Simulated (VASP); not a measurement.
# HgTe (I-4m2) in VASP: settings compared

Aim: see how the results for HgTe move with the level of theory and the settings. Levels: PBE, RPBE. Tasks: single point.

Everything below comes from runs of VASP 6.6.1. Logs are shortened: lines on timing, memory, paths and dates and some standing lists are left out, and cuts for length are marked.

### 1 The cell of the first run

Symmetry: I-4m2, No. 119, tetragonal system. Conventional cell: a = 4.695 Å, b = 4.695 Å, c = 6.350 Å, α = 90.00°, β = 90.00°, γ = 90.00°. Within 3.7 Å of Hg (site symmetry -4m2) lie 4 Te at 2.83 Å. Te (site symmetry -4m2) has 4 Hg at 2.83 Å within 3.7 Å.

### 2 Single point, PBE (strain +0.030 along x and y, -0.015 along z)

The input, INCAR:

```
PREC = Accurate
ENCUT = 520
EDIFF = 1E-6
ISMEAR = 0
SIGMA = 0.15
LREAL = F
LASPH = T
NELM = 60
ALGO = Normal
ISIF = 2
LWAVE = F
LCHARG = F
GGA = PE
NBANDS = 16
```

The input, KPOINTS:

```
regular mesh
0
Gamma
  14 14 14
```

The input, POSCAR:

```
HgTe
1.0
    0.0000000000      3.3202050000      3.1751475000
    3.3202050000      0.0000000000      3.1751475000
    3.3202050000      3.3202050000      0.0000000000
Hg Te
1 1
Direct
    0.0000000000      0.0000000000      0.0000000000
    0.7500000000      0.7500000000      0.7500000000
```

Potentials or basis: VASP PAW PBE potentials, release 64 (Hg, Te).

The run is started by

```console
$ cat potpaw_PBE.64/Hg/POTCAR potpaw_PBE.64/Te/POTCAR > POTCAR
$ mpirun -np 1 vasp_std > vasp.out
```

OUTCAR:

```text
PREC = Accurate
   ENCUT = 520
   EDIFF = 1E-6
   ISMEAR = 0
   LREAL = F
   LASPH = T
   NELM = 60
   ISIF = 2
   GGA = PE

 ion  position               nearest neighbor table
   1  0.000  0.000  0.000-   2 2.83   2 2.83   2 2.83   2 2.83
   2  0.750  0.750  0.750-   1 2.83   1 2.83   1 2.83   1 2.83

  LATTYP: Found a body centered tetragonal cell.
 ALAT       =     4.6954789409
 C/A-ratio  =     1.3524275329

  Lattice vectors:

 A1 = (   0.0000000000,  -3.3202050000,  -3.1751475000)
 A2 = (   0.0000000000,   3.3202050000,  -3.1751475000)
 A3 = (   3.3202050000,   0.0000000000,   3.1751475000)

Analysis of symmetry for initial positions (statically):
=====================================================================
 Subroutine PRICEL returns:
 Original cell was already a primitive cell.

 Routine SETGRP: Setting up the symmetry group for a
 body centered tetragonal supercell.

 Subroutine GETGRP returns: Found  8 space group operations
 (whereof  8 operations were pure point group operations)
 out of a pool of 16 trial point group operations.

The static configuration has the point symmetry D_2d.

Analysis of symmetry for dynamics (positions and initial velocities):
=====================================================================
 Subroutine PRICEL returns:
 Original cell was already a primitive cell.

 Routine SETGRP: Setting up the symmetry group for a
 body centered tetragonal supercell.

 Subroutine GETGRP returns: Found  8 space group operations
 (whereof  8 operations were pure point group operations)
 out of a pool of 16 trial point group operations.

The dynamic configuration has the point symmetry D_2d.

 Subroutine INISYM returns: Found  8 space group operations
 (whereof  8 operations are pure point group operations),
 and found     1 'primitive' translations

----------------------------------------------------------------------------------------

                                     Primitive cell

  volume of cell :      70.0041

  direct lattice vectors                    reciprocal lattice vectors
     0.000000000  3.320205000  3.175147500    -0.150593111  0.150593111  0.157472999
     3.320205000  0.000000000  3.175147500     0.150593111 -0.150593111  0.157472999
     3.320205000  3.320205000  0.000000000     0.150593111  0.150593111 -0.157472999

  length of vectors
     4.594052992  4.594052992  4.695478941     0.264866600  0.264866600  0.264866600

  position of ions in fractional coordinates (direct lattice)
     0.000000000  0.000000000  0.000000000
     0.750000000  0.750000000  0.750000000

  ion indices of the primitive-cell ions
   primitive index   ion index
                 1           1
                 2           2

----------------------------------------------------------------------------------------

 KPOINTS: regular mesh

Automatic generation of k-mesh.
 Grid dimensions read from file:
 generate k-points for:   14   14   14

 Generating k-lattice:

  Cartesian coordinates                     Fractional coordinates (reciprocal lattice)
    -0.010756651  0.010756651  0.011248071     0.071428571  0.000000000  0.000000000
     0.010756651 -0.010756651  0.011248071     0.000000000  0.071428571  0.000000000
     0.010756651  0.010756651 -0.011248071     0.000000000  0.000000000  0.071428571

  Length of vectors
     0.018919043  0.018919043  0.018919043

  Shift w.r.t. Gamma in fractional coordinates (k-lattice)
     0.000000000  0.000000000  0.000000000

 Subroutine IBZKPT returns following result:
 ===========================================

 Found    244 irreducible k-points:

 Following reciprocal coordinates:
            Coordinates               Weight
  0.000000  0.000000  0.000000      1.000000
  0.071429  0.000000  0.000000      8.000000
  0.142857 -0.000000  0.000000      8.000000
  0.214286  0.000000  0.000000      8.000000
  0.285714 -0.000000  0.000000      8.000000
  0.357143 -0.000000  0.000000      8.000000
[... 16 lines left out ...]
  0.214286  0.142857  0.000000      8.000000
  0.285714  0.142857  0.000000      8.000000
 [... further k-points ...]
   k-points           NKPTS =    244   k-points in BZ     NKDIM =    244   number of bands    NBANDS=     16
   number of dos      NEDOS =    301   number of ions     NIONS =      2
   total plane-waves  NPLWV =  46656
   dimension x,y,z NGX =    36 NGY =   36 NGZ =   36
   dimension x,y,z NGXF=    72 NGYF=   72 NGZF=   72
   ions per type =               1   1
   NGX,Y,Z   is equivalent  to a cutoff of  13.03, 13.03, 12.75 a.u.
   NGXF,Y,Z  is equivalent  to a cutoff of  26.05, 26.05, 25.49 a.u.
 SYSTEM =  unknown system
   PREC   = accura    normal or accurate (medium, high low for compatibility)
   ISTART =      0    job   : 0-new  1-cont  2-samecut
   ICHARG =      2    charge: 1-file 2-atom 10-const
   ISPIN  =      1    spin polarized calculation?
   LNONCOLLINEAR =      F non collinear calculations
   LSORBIT =      F    spin-orbit coupling
   LASPH  =      T    aspherical Exc in radial PAW
   ENCUT  =  520.0 eV  38.22 Ry    6.18 a.u.   8.54  8.54  8.73*2*pi/ulx,y,z
   NELM   =     60;   NELMIN=  2; NELMDL= -5     # of ELM steps
   EDIFF  = 0.1E-05   stopping-criterion for ELM
   LREAL  =      F    real-space projection
   EDIFFG = 0.1E-04   stopping-criterion for IOM
   NSW    =      0    number of steps for IOM
   IBRION =     -1    ionic relax: 0-MD 1-quasi-New 2-CG
   NFREE  =      0    steps in history (QN), initial steepest desc. (CG)
   ISIF   =      2    stress and relaxation
   ISYM   =      2    0-nonsym 1-usesym 2-fastsym
   POTIM  = 0.5000    time-step for ionic-motion
   TEBEG  =    0.0;   TEEND  =   0.0 temperature during run
   PSTRESS=    0.0 pullay stress
   NELECT =      18.0000    total number of electrons
   NUPDOWN=      -1.0000    fix difference up-down
   EMIN   =  10.00;   EMAX   =-10.00  energy-range for DOS
   EFERMI =   0.00;   METHOD = LEGACY
   ISMEAR =     0;   SIGMA  =   0.15  broadening in eV -4-tet -1-fermi 0-gaus
   EFERMI_NEDOS =   21; number of points for ismear=-14 and -15
   IALGO  =     38    algorithm
   IMIX   =      4    mixing-type and parameters
     AMIX     =   0.40;   BMIX     =  1.00
     AMIX_MAG =   1.60;   BMIX_MAG =  1.00
  volume/ion in A,a.u.               =      35.00       236.21
  Fermi-wavevector in a.u.,A,eV,Ry     =   1.041017  1.967237 14.744853  1.083716
  Thomas-Fermi vector in A             =   2.175619
   LORBIT       =      0    0 simple, 1 ext, 2 COOP (PROOUT), +10 PAW based schemes
   GGA     = PE    functional components
   LHFCALC =     F    Hartree Fock is set to
   AEXX    =    0.0000 exact exchange contribution
   IVDW    =     0    specifies the selected vdW correction
   LEPSILON=     F    determine dielectric tensor
   LRPA    =     F    only Hartree local field effects (RPA)
 non-spin polarized calculation
 Gauss-broadening in eV      SIGMA  =   0.15
  energy-cutoff  :      520.00
  volume of cell :       70.00
 maximum number of plane-waves:      1908
 NGX is ok and might be reduce to    36
   NGX = 17   NGY = 17   NGZ = 17

 number of electron      18.0000003 magnetization

 Free energy of the ion-electron system (eV)
  ---------------------------------------------------
  ext. energy  EPLUGINS =         0.00000000
  ---------------------------------------------------
  free energy    TOTEN  =        -3.62634009 eV

  energy without entropy =       -3.62608267  energy(sigma->0) =       -3.62621138

 E-fermi :   2.8653     XC(G=0):  -8.5815

 val. band max:        2.8041080368   @ k =   0.0000   0.0000   0.0000
 cond. band min:       3.0519391381   @ k =   0.0714   0.0000   0.0000
 fundamental gap:      0.2478311012
 Fermi energy:         2.8652524433

 k-point     1 :       0.0000    0.0000    0.0000
  band No.  band energies     occupation
      1      -9.0102      2.00000
      2      -4.4270      2.00000
      3      -4.4270      2.00000
      4      -4.4179      2.00000
      5      -3.9530      2.00000
      6      -3.9260      2.00000
[... 8 lines left out ...]
     15      11.9434      0.00000
     16      12.4402      0.00000

 k-point     2 :       0.0714    0.0000    0.0000
  band No.  band energies     occupation
      1      -8.9862      2.00000
      2      -4.4205      2.00000
      3      -4.4203      2.00000
      4      -4.4091      2.00000
      5      -3.9532      2.00000
      6      -3.9271      2.00000
[... 8 lines left out ...]
     15      11.5684      0.00000
     16      11.8849      0.00000

 k-point     3 :       0.1429   -0.0000    0.0000
  band No.  band energies     occupation
      1      -8.9179      2.00000
      2      -4.4027      2.00000
      3      -4.3999      2.00000
      4      -4.3798      2.00000
      5      -3.9531      2.00000
      6      -3.9298      2.00000
[... 8 lines left out ...]
     15      11.2113      0.00000
     16      11.5030      0.00000

 k-point     4 :       0.2143    0.0000    0.0000
  band No.  band energies     occupation
      1      -8.8161      2.00000
      2      -4.3785      2.00000
      3      -4.3716      2.00000
      4      -4.3169      2.00000
      5      -3.9504      2.00000
      6      -3.9318      2.00000
[... 8 lines left out ...]
     15      11.1038      0.00000
     16      11.3784      0.00000

 k-point     5 :       0.2857   -0.0000    0.0000
  band No.  band energies     occupation
      1      -8.6987      2.00000
      2      -4.3545      2.00000
      3      -4.3432      2.00000
      4      -4.2027      2.00000
      5      -3.9433      2.00000
      6      -3.9307      2.00000
[... 8 lines left out ...]
     15      11.3042      0.00000
     16      11.4215      0.00000

 k-point     6 :       0.3571   -0.0000    0.0000
  band No.  band energies     occupation
      1      -8.5887      2.00000
      2      -4.3360      2.00000
      3      -4.3201      2.00000
      4      -4.0275      2.00000
      5      -3.9325      2.00000
      6      -3.9232      2.00000
[... 8 lines left out ...]
     15      11.7507      0.00000
     16      11.7903      0.00000

 k-point     7 :       0.4286    0.0000    0.0000
  band No.  band energies     occupation
      1      -8.5103      2.00000
      2      -4.3252      2.00000
      3      -4.3058      2.00000
      4      -3.9293      2.00000
      5      -3.9223      2.00000
      6      -3.7909      2.00000
[... 8 lines left out ...]
     15      12.2687      0.00000
     16      12.4404      0.00000

 k-point     8 :       0.5000   -0.0000    0.0000
  band No.  band energies     occupation
      1      -8.4818      2.00000
      2      -4.3217      2.00000
      3      -4.3011      2.00000
      4      -3.9250      2.00000
      5      -3.9181      2.00000
      6      -3.6569      2.00000
[... 8 lines left out ...]
     15      12.5804      0.00000
     16      12.8614      0.00000

 k-point     9 :       0.0714    0.0714    0.0000
  band No.  band energies     occupation
      1      -8.9771      2.00000
      2      -4.4145      2.00000
      3      -4.4143      2.00000
      4      -4.4143      2.00000
      5      -3.9496      2.00000
      6      -3.9304      2.00000
[... 8 lines left out ...]
     15      11.6682      0.00000
     16      11.9749      0.00000
[... 172 lines left out ...]
 k-point    19 :      -0.2143    0.0714    0.0000
  band No.  band energies     occupation
      1      -8.7627      2.00000
      2      -4.3699      2.00000
      3      -4.3452      2.00000
      4      -4.2796      2.00000
      5      -3.9585      2.00000
      6      -3.9260      2.00000
[... 8 lines left out ...]
     15      10.7655      0.00000
     16      11.8051      0.00000

 k-point    20 :      -0.1429    0.0714    0.0000
  band No.  band energies     occupation
      1      -8.8696      2.00000
      2      -4.3947      2.00000
      3      -4.3747      2.00000
      4      -4.3582      2.00000
      5      -3.9599      2.00000
      6      -3.9261      2.00000
[... 8 lines left out ...]
     15      10.7834      0.00000
     16      11.3154      0.00000

 k-point    21 :      -0.0714    0.0714    0.0000
  band No.  band energies     occupation
      1      -8.9485      2.00000
      2      -4.4133      2.00000
      3      -4.4066      2.00000
      4      -4.3919      2.00000
      5      -3.9572      2.00000
      6      -3.9260      2.00000
[... 8 lines left out ...]
     15      11.0846      0.00000
     16      11.4405      0.00000

 k-point    22 :       0.1429    0.1429    0.0000
  band No.  band energies     occupation
      1      -8.8827      2.00000
      2      -4.4006      2.00000
      3      -4.3775      2.00000
      4      -4.3775      2.00000
      5      -3.9410      2.00000
      6      -3.9401      2.00000
[... 8 lines left out ...]
     15      11.0134      0.00000
     16      12.0684      0.00000

 k-point    23 :       0.2143    0.1429    0.0000
  band No.  band energies     occupation
      1      -8.8049      2.00000
      2      -4.3837      2.00000
      3      -4.3507      2.00000
      4      -4.3395      2.00000
      5      -3.9446      2.00000
      6      -3.9339      2.00000
[... 8 lines left out ...]
     15      11.5518      0.00000
     16      12.0067      0.00000

 k-point    24 :       0.2857    0.1429    0.0000
  band No.  band energies     occupation
      1      -8.7023      2.00000
      2      -4.3571      2.00000
      3      -4.3228      2.00000
      4      -4.2672      2.00000
      5      -3.9395      2.00000
      6      -3.9266      2.00000
[... 8 lines left out ...]
     15      11.8380      0.00000
     16      12.0611      0.00000

 [... further k-points ...]
[... 5 lines left out ...]
  --------------------------------------------------------------------------------------
  -------------------------------------------------------------------------------------
  Total        0.7664612      0.7664612      1.0095961      0.0000000      0.0000000      0.0000000
  in kB       17.5419184     17.5419184     23.1065192      0.0000000      0.0000000      0.0000000
  external PRESSURE =      19.3967853 kB  Pullay stress =       0.0000000 kB

 VOLUME and BASIS-vectors are now :
 -----------------------------------------------------------------------------
  energy-cutoff  :      520.00
  volume of cell :       70.00
      direct lattice vectors                 reciprocal lattice vectors
     0.000000000  3.320205000  3.175147500    -0.150593111  0.150593111  0.157472999
     3.320205000  0.000000000  3.175147500     0.150593111 -0.150593111  0.157472999
     3.320205000  3.320205000  0.000000000     0.150593111  0.150593111 -0.157472999

 POSITION                                       TOTAL-FORCE (eV/Angst)
 -----------------------------------------------------------------------------------
      0.00000      0.00000      0.00000        -0.000000     -0.000000     -0.000000
      4.98031      4.98031      4.76272         0.000000      0.000000      0.000000
 -----------------------------------------------------------------------------------
    total drift:                                0.000000      0.000000     -0.000000

  FREE ENERGIE OF THE ION-ELECTRON SYSTEM (eV)
  ---------------------------------------------------
  free  energy   TOTEN  =        -3.6263400944 eV

  energy  without entropy=       -3.6260826665  energy(sigma->0) =       -3.62621138
```

Wall time 2.1 min (1 thread of Intel Xeon 6975P-C (Granite Rapids), shared host); peak memory 0.42 GiB.

What came out:

```yaml
Free_energy: -3.6263 eV
Pressure: 1.9 GPa
```

Caveat: the cell differs from its parent crystal (strain +0.030 along x and y, -0.015 along z); spin-orbit coupling is left out, which moves the levels of the heavy elements.

### 3 Single point, RPBE

This run uses another cell than the first one, of 33.47 Å³/atom, 0.956 times its volume.

The input, INCAR:

```
PREC = Accurate
ENCUT = 500
EDIFF = 1E-6
ISMEAR = 0
SIGMA = 0.15
LREAL = False
LASPH = True
NELM = 120
ALGO = Normal
ISIF = 2
LWAVE = False
LCHARG = True
GGA = RP
LELF = True
LVHAR = True
NBANDS = 16
GGA_COMPAT = False
```

KPOINTS is that of step 2.

The input, POSCAR:

```
HgTe
1.0
    0.0000000000      3.2718525000      3.1267950000
    3.2718525000      0.0000000000      3.1267950000
    3.2718525000      3.2718525000      0.0000000000
Hg Te
1 1
Direct
    0.0000000000      0.0000000000      0.0000000000
    0.7500000000      0.7500000000      0.7500000000
```

Potentials or basis: VASP PAW PBE potentials, release 64 (Hg, Te).

The run is started by

```console
$ cat potpaw_PBE.64/Hg/POTCAR potpaw_PBE.64/Te/POTCAR > POTCAR
$ mpirun -np 1 vasp_std > vasp.out
```

Wall time 7.7 min (1 thread of AMD EPYC 7R13, shared host); peak memory 0.37 GiB.

Results (log left out):

- Free energy: -2.8039 eV
- Pressure: 5.8 GPa

Stress tensor (GPa, compression positive):
```
5.69 0.00 0.00
0.00 5.69 0.00
0.00 0.00 6.12
```

Levels at points of the mesh, in eV from the Fermi level:
```csv
k point,band 7,band 8,band 9,band 10,band 11,band 12
"(0.00, 0.00, 0.00)",-0.77,-0.21,-0.21,-0.06,4.12,4.12
"(0.50, 0.00, 0.00)",-5.65,-1.25,-1.05,0.62,4.81,5.07
"(0.50, 0.50, 0.00)",-5.46,-2.56,-2.56,1.60,2.35,8.47
"(0.50, 0.00, 0.50)",-5.67,-2.43,-2.32,1.93,2.54,8.17
```

Caveat: the PAW data sets were made with another functional, which shifts forces and pressure a little; spin-orbit coupling is left out, which moves the levels of the heavy elements.
